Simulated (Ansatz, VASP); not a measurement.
## One calculation of Al3BN2, two programs

```
Al B N
1.0
     2.41970   -2.68046    0.00000
     2.41970    2.68046    0.00000
     0.00000    0.00000    6.97253
Al B N
3 1 2
Cartesian
  2.4197 0.0000 1.4353
  2.4197 0.0000 5.5372
  0.0000 0.0000 0.0000
  2.4197 0.0000 3.4863
  2.4197 1.3288 3.4863
  2.4197 -1.3288 3.4863
```

Alike in both runs: functional PBE; k mesh 3 × 3 × 2; occupations gaussian, width 0.15 eV; no spin polarisation.

Ansatz relaxed the structure, and its values are those at the end. VASP's run is a single point on that final structure, the one shown.

|  | VASP | Ansatz |
| --- | --- | --- |
| version | VASP 6.6.1 | Ansatz 0.2.0 |
| potentials or method | VASP PAW PBE potentials, release 64 (Al, B, N), cutoff 600 eV | scalar-relativistic, plane waves, PAW |
| valence electrons in the cell | 22 | 22 |

VASP gave:

- gap on the k mesh at the Fermi level (eV): none
- pressure (GPa): 0.2
- rms of the force components (eV/Å): 0.022

Problem. Estimate Ansatz's values.

Solution. gap on the k mesh at the Fermi level (eV): none; pressure (GPa): 0.3; rms of the force components (eV/Å): 0.012.

A gap of «none» marks a metal or a gap that the smearing closes. With one functional, cell and mesh, what is left measures potentials, basis and numerics.

The k mesh is coarse, so the values compare programs but aren't converged.
